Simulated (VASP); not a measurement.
# MoS2 (Cm) in VASP: a series of runs

The runs below take MoS2 through single point, with PBE+D3(BJ).

All numbers are computed with VASP 6.6.1; they aren't measurements. Logs are shortened: lines on timing, memory, paths and dates and some standing lists are left out, and cuts for length are marked.

## Step 1: The cell of the first run

The structure is monoclinic, space group Cm (No. 8). The conventional cell has a = 5.461 Å, b = 3.153 Å, c = 18.013 Å, α = 90.00°, β = 92.90°, γ = 90.00°. Within 3.2 Å of Mo (site symmetry m) lie 6 S at 2.40 Å and 6 Mo at 3.15 Å. Mo (site symmetry m) has 6 S at 2.40 Å and 6 Mo at 3.15 Å within 3.2 Å. Mo (site symmetry m) has 6 S at 2.40 Å and 6 Mo at 3.15 Å within 3.2 Å. S (site symmetry m) has 3 Mo at 2.40 Å and 7 S at 3.13 to 3.15 Å within 3.2 Å. S (site symmetry m) has 3 Mo at 2.40 Å and 8 S at 3.01 to 3.15 Å within 3.2 Å. S (site symmetry m) has 3 Mo at 2.40 Å and 7 S at 3.13 to 3.15 Å within 3.2 Å. S (site symmetry m) has 3 Mo at 2.40 Å and 7 S at 3.13 to 3.15 Å within 3.2 Å. S (site symmetry m) has 3 Mo at 2.40 Å and 7 S at 3.13 to 3.15 Å within 3.2 Å.

## Step 2: Single point, PBE+D3(BJ) (layers slid over each other)

Contents of INCAR:

```
SYSTEM = MoS2
PREC = Accurate
ENCUT = 520
EDIFF = 1E-6
ISMEAR = 0
SIGMA = 0.05
LREAL = .False.
LASPH = .True.
NELM = 60
ALGO = Normal
ISIF = 2
LWAVE = .False.
LCHARG = .False.
GGA = PE
IVDW = 12
ISYM = 0
NBANDS = 49
```

Contents of KPOINTS:

```
regular mesh
0
Gamma
  10 10 2
  0 0 0
```

Contents of POSCAR:

```
MoS2
1.0
   -1.5764743774     -2.7305337185      0.0000000000
    1.5764743774     -2.7305337185      0.0000000000
    0.7882371887     -3.1856226716     17.9896049492
Mo S
3 6
Direct
    0.7222109095      0.3055272737      0.8333672715
    0.2777664651      0.1944161626      0.1667006048
    0.4999886873      0.2499717182      0.5000339382
    0.8043636245      0.5109090613      0.5869091264
    0.0265858467     -0.4335353831      0.9202424598
    0.5821414023      0.4553535058      0.2535757931
    0.8623087993      0.6557719983      0.4130736021
    0.0845310215     -0.2886724462      0.7464069354
    0.6400865771      0.6002164427      0.0797402687
```

Potentials or basis: VASP PAW PBE potentials, release 64 (Mo_sv, S).

Run with:

```bash
> cat potpaw_PBE.64/Mo_sv/POTCAR potpaw_PBE.64/S/POTCAR > POTCAR
> mpirun -np 1 vasp_std > vasp.out
```

OUTCAR:

```text
SYSTEM = MoS2
   PREC = Accurate
   ENCUT = 520
   EDIFF = 1E-6
   ISMEAR = 0
   LREAL = .False.
   LASPH = .True.
   NELM = 60
   ISIF = 2
   GGA = PE
   IVDW = 12
   ISYM = 0
 IVDW          = 12

 ion  position               nearest neighbor table
   1  0.722  0.306  0.833-   5 2.40   5 2.40   5 2.40   8 2.40   8 2.40   8 2.40
   2  0.278  0.194  0.167-   6 2.40   6 2.40   6 2.40   9 2.40   9 2.40   9 2.40
   3  0.500  0.250  0.500-   4 2.40   4 2.40   4 2.40   7 2.40   7 2.40   7 2.40
   4  0.804  0.511  0.587-   3 2.40   3 2.40   3 2.40
   5  0.027  0.566  0.920-   1 2.40   1 2.40   1 2.40
   6  0.582  0.455  0.254-   2 2.40   2 2.40   2 2.40
   7  0.862  0.656  0.413-   3 2.40   3 2.40   3 2.40
   8  0.085  0.711  0.746-   1 2.40   1 2.40   1 2.40
   9  0.640  0.600  0.080-   2 2.40   2 2.40   2 2.40

IMPORTANT INFORMATION: All symmetrisations will be switched off!
NOSYMM: (Re-)initialisation of all symmetry stuff for point group C_1.

----------------------------------------------------------------------------------------

                                     Primitive cell

  volume of cell :     154.8767

  direct lattice vectors                    reciprocal lattice vectors
    -1.576474377 -2.730533718  0.000000000    -0.317163417 -0.183114384 -0.018529219
     1.576474377 -2.730533718  0.000000000     0.317163417 -0.183114384 -0.046323048
     0.788237189 -3.185622672 17.989604949     0.000000000  0.000000000  0.055587658

  length of vectors
     3.152948755  3.152948755 18.286481233     0.366697208  0.369146767  0.055587658

  position of ions in fractional coordinates (direct lattice)
     0.722210909  0.305527274  0.833367272
     0.277766465  0.194416163  0.166700605
     0.499988687  0.249971718  0.500033938
     0.804363624  0.510909061  0.586909126
     0.026585847  0.566464617  0.920242460
     0.582141402  0.455353506  0.253575793
     0.862308799  0.655771998  0.413073602
     0.084531021  0.711327554  0.746406935
     0.640086577  0.600216443  0.079740269

  ion indices of the primitive-cell ions
   primitive index   ion index
                 1           1
                 2           2
                 3           3
                 4           4
                 5           5
                 6           6
                 7           7
                 8           8
                 9           9

----------------------------------------------------------------------------------------

 KPOINTS: regular mesh

Automatic generation of k-mesh.
 Grid dimensions read from file:
 generate k-points for:   10   10    2

 Generating k-lattice:

  Cartesian coordinates                     Fractional coordinates (reciprocal lattice)
    -0.031716342 -0.018311438 -0.001852922     0.100000000  0.000000000  0.000000000
     0.031716342 -0.018311438 -0.004632305     0.000000000  0.100000000  0.000000000
     0.000000000  0.000000000  0.027793829     0.000000000  0.000000000  0.500000000

  Length of vectors
     0.036669721  0.036914677  0.027793829

  Shift w.r.t. Gamma in fractional coordinates (k-lattice)
     0.000000000  0.000000000  0.000000000

 -----------------------------------------------------------------------------
|                                                                             |
|           W    W    AA    RRRRR   N    N  II  N    N   GGGG   !!!           |
|           W    W   A  A   R    R  NN   N  II  NN   N  G    G  !!!           |
|           W    W  A    A  R    R  N N  N  II  N N  N  G       !!!           |
|           W WW W  AAAAAA  RRRRR   N  N N  II  N  N N  G  GGG   !            |
|           WW  WW  A    A  R   R   N   NN  II  N   NN  G    G                |
|           W    W  A    A  R    R  N    N  II  N    N   GGGG   !!!           |
|                                                                             |
|     Your reciprocal lattice and k-lattice belong to different lattice       |
|     classes:                                                                |
|                                                                             |
|        The reciprocal lattice is base-centered monoclinic,                  |
|        whereas your k-lattice is triclinic.                                 |
|                                                                             |
|     Results are often still useful ...                                      |
|                                                                             |
 -----------------------------------------------------------------------------

 WARNING: IBZKPT: internal override: KBLOWUP is changed to .FALSE.
      ... skipping the blow-up phase ...

 Subroutine IBZKPT returns following result:
 ===========================================

 Found    104 irreducible k-points:

 Following reciprocal coordinates:
            Coordinates               Weight
  0.000000  0.000000  0.000000      1.000000
  0.100000  0.000000  0.000000      2.000000
  0.200000  0.000000  0.000000      2.000000
  0.300000 -0.000000 -0.000000      2.000000
  0.400000 -0.000000  0.000000      2.000000
  0.500000  0.000000  0.000000      1.000000
[... 16 lines left out ...]
 -0.400000  0.200000 -0.000000      2.000000
 -0.300000  0.200000 -0.000000      2.000000
 [... further k-points ...]
   k-points           NKPTS =    104   k-points in BZ     NKDIM =    104   number of bands    NBANDS=     49
   number of dos      NEDOS =    301   number of ions     NIONS =      9
   total plane-waves  NPLWV =  80640
   dimension x,y,z NGX =    24 NGY =   24 NGZ =  140
   dimension x,y,z NGXF=    48 NGYF=   48 NGZF=  280
   ions per type =               3   6
   NGX,Y,Z   is equivalent  to a cutoff of  12.65, 12.65, 12.73 a.u.
   NGXF,Y,Z  is equivalent  to a cutoff of  25.31, 25.31, 25.46 a.u.
 SYSTEM =  MoS2
   PREC   = accura    normal or accurate (medium, high low for compatibility)
   ISTART =      0    job   : 0-new  1-cont  2-samecut
   ICHARG =      2    charge: 1-file 2-atom 10-const
   ISPIN  =      1    spin polarized calculation?
   LNONCOLLINEAR =      F non collinear calculations
   LSORBIT =      F    spin-orbit coupling
   LASPH  =      T    aspherical Exc in radial PAW
   ENCUT  =  520.0 eV  38.22 Ry    6.18 a.u.   5.86  5.86 34.00*2*pi/ulx,y,z
   NELM   =     60;   NELMIN=  2; NELMDL= -5     # of ELM steps
   EDIFF  = 0.1E-05   stopping-criterion for ELM
   LREAL  =      F    real-space projection
   EDIFFG = 0.1E-04   stopping-criterion for IOM
   NSW    =      0    number of steps for IOM
   IBRION =     -1    ionic relax: 0-MD 1-quasi-New 2-CG
   NFREE  =      0    steps in history (QN), initial steepest desc. (CG)
   ISIF   =      2    stress and relaxation
   ISYM   =      0    0-nonsym 1-usesym 2-fastsym
   POTIM  = 0.5000    time-step for ionic-motion
   TEBEG  =    0.0;   TEEND  =   0.0 temperature during run
   PSTRESS=    0.0 pullay stress
   NELECT =      78.0000    total number of electrons
   NUPDOWN=      -1.0000    fix difference up-down
   EMIN   =  10.00;   EMAX   =-10.00  energy-range for DOS
   EFERMI =   0.00;   METHOD = LEGACY
   ISMEAR =     0;   SIGMA  =   0.05  broadening in eV -4-tet -1-fermi 0-gaus
   EFERMI_NEDOS =   21; number of points for ismear=-14 and -15
   IALGO  =     38    algorithm
   IMIX   =      4    mixing-type and parameters
     AMIX     =   0.40;   BMIX     =  1.00
     AMIX_MAG =   1.60;   BMIX_MAG =  1.00
  volume/ion in A,a.u.               =      17.21       116.13
  Fermi-wavevector in a.u.,A,eV,Ry     =   1.302500  2.461368 23.082362  1.696506
  Thomas-Fermi vector in A             =   2.433564
   LORBIT       =      0    0 simple, 1 ext, 2 COOP (PROOUT), +10 PAW based schemes
   GGA     = PE    functional components
   LHFCALC =     F    Hartree Fock is set to
   AEXX    =    0.0000 exact exchange contribution
   IVDW    =    12    specifies the selected vdW correction
   LEPSILON=     F    determine dielectric tensor
   LRPA    =     F    only Hartree local field effects (RPA)
 non-spin polarized calculation
 Gauss-broadening in eV      SIGMA  =   0.05
  energy-cutoff  :      520.00
  volume of cell :      154.88
 maximum number of plane-waves:      4197
   NGX = 11   NGY = 11   NGZ = 67

 number of electron      77.9999998 magnetization

 Free energy of the ion-electron system (eV)
  ---------------------------------------------------
  ext. energy  EPLUGINS =         0.00000000
  ---------------------------------------------------
  free energy    TOTEN  =       -65.18026289 eV

  energy without entropy =      -65.18026289  energy(sigma->0) =      -65.18026289

 E-fermi :   8.3452     XC(G=0): -11.0491

 val. band max:        8.1444556151   @ k =   0.0000   0.0000   0.5000
 cond. band min:       8.9017306643   @ k =  -0.2000   0.2000  -0.0000
 fundamental gap:      0.7572750492
 Fermi energy:         8.3452019575

 k-point     1 :       0.0000    0.0000    0.0000
  band No.  band energies     occupation
      1     -53.5187      2.00000
      2     -53.4988      2.00000
      3     -53.4863      2.00000
      4     -27.6864      2.00000
      5     -27.6635      2.00000
      6     -27.6539      2.00000
[... 41 lines left out ...]
     48      10.3721      0.00000
     49      10.4460      0.00000

 k-point     2 :       0.1000    0.0000    0.0000
  band No.  band energies     occupation
      1     -53.5147      2.00000
      2     -53.4947      2.00000
      3     -53.4822      2.00000
      4     -27.6786      2.00000
      5     -27.6556      2.00000
      6     -27.6460      2.00000
[... 41 lines left out ...]
     48      10.2330      0.00000
     49      10.4086      0.00000

 k-point     3 :       0.2000    0.0000    0.0000
  band No.  band energies     occupation
      1     -53.5041      2.00000
      2     -53.4841      2.00000
      3     -53.4716      2.00000
      4     -27.6581      2.00000
      5     -27.6349      2.00000
      6     -27.6253      2.00000
[... 1081 lines left out ...]
     48      10.9502      0.00000
     49      11.8931      0.00000

 k-point    24 :      -0.3000    0.2000   -0.0000
  band No.  band energies     occupation
      1     -53.4762      2.00000
      2     -53.4562      2.00000
      3     -53.4438      2.00000
      4     -27.7848      2.00000
      5     -27.7662      2.00000
      6     -27.7533      2.00000
[... 41 lines left out ...]
     48      10.7561      0.00000
     49      11.8708      0.00000

 [... further k-points ...]

------------------------ aborting loop because EDIFF is reached ----------------------------------------

 Edisp (eV)   -3.96169

 E8    (eV) :    -1.5974

  FORCE on cell =-STRESS in cart. coord.  units (eV):
  Direction    XX          YY          ZZ          XY          YZ          ZX
  --------------------------------------------------------------------------------------
  -------------------------------------------------------------------------------------
  Total      -0.00801    -0.13976     0.92706     0.11428     0.41083     0.71127
  in kB      -0.08291    -1.44582     9.59027     1.18217     4.24993     7.35798
  external pressure =        2.69 kB  Pullay stress =        0.00 kB

 VOLUME and BASIS-vectors are now :
 -----------------------------------------------------------------------------
  energy-cutoff  :      520.00
  volume of cell :      154.88
      direct lattice vectors                 reciprocal lattice vectors
    -1.576474377 -2.730533718  0.000000000    -0.317163417 -0.183114384 -0.018529219
     1.576474377 -2.730533718  0.000000000     0.317163417 -0.183114384 -0.046323048
     0.788237189 -3.185622672 17.989604949     0.000000000  0.000000000  0.055587658

 POSITION                                       TOTAL-FORCE (eV/Angst)
 -----------------------------------------------------------------------------------
     -0.00000     -5.46107     14.99195        -0.027623     -0.015948     -0.046728
     -0.00000     -1.82036      2.99888         0.031680      0.018274      0.030556
      0.00000     -3.64071      8.99541         0.000114      0.000059      0.001894
     -0.00000     -5.46107     10.55826        -0.000005     -0.000015     -0.015261
      1.57647     -4.55089     16.55480        -0.189577     -0.109490     -0.297499
      0.00000     -3.64071      4.56173        -0.005735     -0.003244     -0.005520
      0.00000     -5.46107      7.43103        -0.000016      0.000013      0.013359
      1.57647     -4.55089     13.42757        -0.002341     -0.001412      0.011470
     -0.00000     -3.64071      1.43450         0.193503      0.111763      0.307728
 -----------------------------------------------------------------------------------
    total drift:                                0.000009      0.000020      0.000110

  FREE ENERGIE OF THE ION-ELECTRON SYSTEM (eV)
  ---------------------------------------------------
  free  energy   TOTEN  =       -69.1419495169 eV

  energy  without entropy=      -69.1419495169  energy(sigma->0) =      -69.14194952
```

Wall time 19 min (1 thread of Oxide Virtual Turin-like, shared host); peak memory 0.62 GiB.

What came out:

| Property | Result |
| --- | --- |
| Free energy | -69.1419 eV |
| Pressure | 0.3 GPa |
| Largest force | 0.380 eV/Å |
| Band gap on the k mesh | 0.76 eV (least direct gap 1.91 eV) |
| Dispersion energy per atom | -0.440 eV |

Forces in eV/Å, atoms in the order of the input:
```
Mo  -0.028 -0.016 -0.047
Mo   0.032  0.018  0.031
Mo   0.000  0.000  0.002
S    0.000  0.000 -0.015
S   -0.190 -0.109 -0.297
S   -0.006 -0.003 -0.006
S    0.000  0.000  0.013
S   -0.002 -0.001  0.011
S    0.194  0.112  0.308
```

Caveat: the cell differs from its parent crystal (layers slid over each other). A k mesh can miss the band edges.

## Step 3: Single point, PBE+D3(BJ) (layers slid over each other)

Contents of INCAR:

```
SYSTEM = MoS2
PREC = Accurate ; ENCUT = 520
EDIFF = 1E-6 ; ISMEAR = 0
SIGMA = 0.05 ; LREAL = .FALSE.
LASPH = .TRUE. ; NELM = 80
ALGO = Normal ; ISIF = 2
LWAVE = .FALSE. ; LCHARG = .TRUE.
GGA = PE ; IVDW = 12
LELF = .TRUE. ; LVHAR = .TRUE.
ISYM = 0 ; NBANDS = 49
```

Contents of KPOINTS:

```
Automatic mesh
0
G
  10 10 2
  0 0 0
```

Contents of POSCAR:

```
MoS2
1.0
   -1.5764743774     -2.7305337185      0.0000000000
    1.5764743774     -2.7305337185      0.0000000000
    0.7882371887     -1.3652668593     17.9896049492
Mo S
3 6
Direct
    1.0000000000      0.5833163642      0.8333672715
    0.3333333333      0.2499830309      0.1667006048
    0.6666666667      0.4166496976      0.5000339382
    1.0000000000      0.7065454368      0.5869091264
    0.3333333333     -0.1267878965      0.9202424598
    0.6666666667      0.5398787701      0.2535757931
    1.0000000000      0.7934631990      0.4130736021
    0.3333333333     -0.0398701344      0.7464069354
    0.6666666667      0.6267965323      0.0797402687
```

Potentials or basis: VASP PAW PBE potentials, release 64 (Mo_sv, S).

Run with:

```bash
> cat potpaw_PBE.64/Mo_sv/POTCAR potpaw_PBE.64/S/POTCAR > POTCAR
> mpirun -np 1 vasp_std > vasp.out
```

Run time: 21 min. Hardware: 1 thread of Oxide Virtual Turin-like, shared host; peak memory 0.63 GiB.

Results (log left out):

```
Free energy                : -69.1416 eV
Pressure                   : 0.3 GPa
Largest force              : 0.383 eV/Å
Band gap on the k mesh     : 0.75 eV (least direct gap 1.90 eV)
Dispersion energy per atom : -0.440 eV
```

Forces on the atoms (eV/Å):
```
Mo   0.033  0.019 -0.057
Mo  -0.026 -0.015  0.021
Mo   0.000  0.000  0.004
S    0.000  0.000 -0.017
S    0.192  0.111 -0.292
S   -0.002 -0.001 -0.002
S    0.000  0.000  0.012
S   -0.006 -0.003  0.016
S   -0.190 -0.110  0.314
```

Stress tensor (GPa, compression positive):
```
-0.01  0.12 -0.73
 0.12 -0.14 -0.42
-0.73 -0.42  0.97
```

Levels at points of the mesh, in eV from the valence-band top:
| k point | band 37 | band 38 | band 39 | band 40 | band 41 | band 42 |
| --- | --- | --- | --- | --- | --- | --- |
| (0.00, 0.00, 0.00) | -1.10 | -0.17 | -0.08 | 1.91 | 1.92 | 1.95 |
| (0.50, 0.00, 0.00) | -1.62 | -1.50 | -1.29 | 1.48 | 1.52 | 1.57 |
| (0.00, 0.50, 0.00) | -1.65 | -1.45 | -1.22 | 1.49 | 1.53 | 1.57 |
| (0.50, 0.50, 0.00) | -1.60 | -1.49 | -1.22 | 1.49 | 1.53 | 1.57 |
| (0.00, 0.00, 0.50) | -0.56 | -0.49 | 0.00 | 1.90 | 1.92 | 1.96 |
| (0.50, 0.00, 0.50) | -1.68 | -1.46 | -1.30 | 1.48 | 1.53 | 1.56 |
| (0.00, 0.50, 0.50) | -1.60 | -1.49 | -1.22 | 1.49 | 1.53 | 1.57 |
| (0.50, 0.50, 0.50) | -1.65 | -1.45 | -1.22 | 1.49 | 1.53 | 1.57 |

Caveat: the cell differs from its parent crystal (layers slid over each other).
